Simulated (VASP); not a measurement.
The system is MnO2.

```
Mn O
1.0
     2.85658    0.00000    0.00000
    -1.42829    2.47387    0.00000
     0.00000    0.00000    4.60137
Mn O
1 2
Direct
  0.00000 0.00000 0.50000
  0.33333 0.66667 0.70629
  0.66667 0.33333 0.29371
```

```yaml
Program: VASP 6.6.1
Task: relaxation of cell and atoms
Functional: PBEsol
Dispersion: D3(BJ)
Potentials_or_basis: VASP PAW PBE potentials, release 64 (Mn_pv, O)
Cutoff: 600 eV
k_mesh: 11 × 11 × 6
Occupations: fermi-dirac, width 0.05 eV
Spin: collinear spin, ferromagnetic start
Starting_moments: "[4.0, 0.0, 0.0] μB"
```

At the start: pressure -3.1 GPa; volume 10.84 Å³/atom.

Problem. How do energy, volume and symmetry change on relaxing?

Solution. Over 12 steps the energy falls by 3.7 meV/atom and the volume is 10.23 Å³/atom (-5.6 %); space group P-3m1 (No. 164, to 0.1 Å) before and after; moment 3.00 μB per cell.

Step by step:
| step | energy change (eV) | largest force (eV/Å) | pressure (GPa) | volume (Å³) |
| --- | --- | --- | --- | --- |
| 1 | 0.0000 | 0.0819 | -3.12 | 32.52 |
| 2 | 0.0042 | 0.4449 | 4.23 | 31.53 |
| 3 | -0.0045 | 0.1325 | -0.17 | 32.10 |
| 4 | -0.0057 | 0.0720 | -0.16 | 31.99 |
| 5 | -0.0062 | 0.0027 | -0.18 | 31.86 |
| 6 | -0.0070 | 0.0065 | -0.08 | 31.73 |
| 7 | -0.0092 | 0.0198 | 0.14 | 31.34 |
| 8 | -0.0107 | 0.0478 | 0.86 | 30.56 |
| 9 | -0.0108 | 0.0577 | -0.42 | 30.58 |
| 10 | -0.0110 | 0.0088 | 0.18 | 30.57 |
| 11 | -0.0110 | 0.0067 | 0.15 | 30.60 |
| 12 | -0.0111 | 0.0006 | -0.05 | 30.69 |

Final structure:
```
Mn O
1.0
     2.83789    0.00000    0.00000
    -1.41894    2.45768    0.00000
     0.00000    0.00000    4.40037
Mn O
1 2
Direct
  0.00000 0.00000 0.50000
  0.33333 0.66667 0.71616
  0.66667 0.33333 0.28384
```

Caveat: the PAW data sets were made with another functional, which shifts forces and pressure a little; a cell with one magnetic atom can't hold antiferromagnetic order, which such compounds often take.
